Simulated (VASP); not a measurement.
The system is La2O3.

```xyz
5
Lattice="3.9404 0.0000 0.0000 -1.9702 3.4125 0.0000 0.0000 0.0000 6.1875" Properties=species:S:1:pos:R:3 pbc="T T T"
La    1.9702    1.1375    4.6569
La    0.0000    2.2750    1.5306
O     1.9702    1.1375    2.1947
O     0.0000    2.2750    3.9928
O     0.0000    0.0000    0.0000
```

Base run:

```yaml
Program: VASP 6.6.1
Functional: LDA
Potentials_or_basis: VASP PAW LDA potentials, release 64 (La, O)
Cutoff: 520 eV
k_mesh: 6 × 6 × 4
Occupations: gaussian, width 0.02 eV
Spin: no spin polarisation
```

Its results: band gap on the k mesh 3.73 eV (least direct gap 3.81 eV); pressure -8.0 GPa; largest force 0.180 eV/Å.

**Question.** The run is repeated on the same cell with these changes: functional from LDA to PBE; potentials or basis from VASP PAW LDA potentials, release 64 (La, O) to VASP PAW PBE potentials, release 64 (La, O). What comes out?

**Answer.** Band gap on the k mesh 3.85 eV (least direct gap 3.98 eV); pressure -0.3 GPa; largest force 0.013 eV/Å.

Caveats: spin-orbit coupling is left out, which moves the levels of the heavy elements; the cell stands under tension (at least some runs).

A k mesh can miss the band edges.
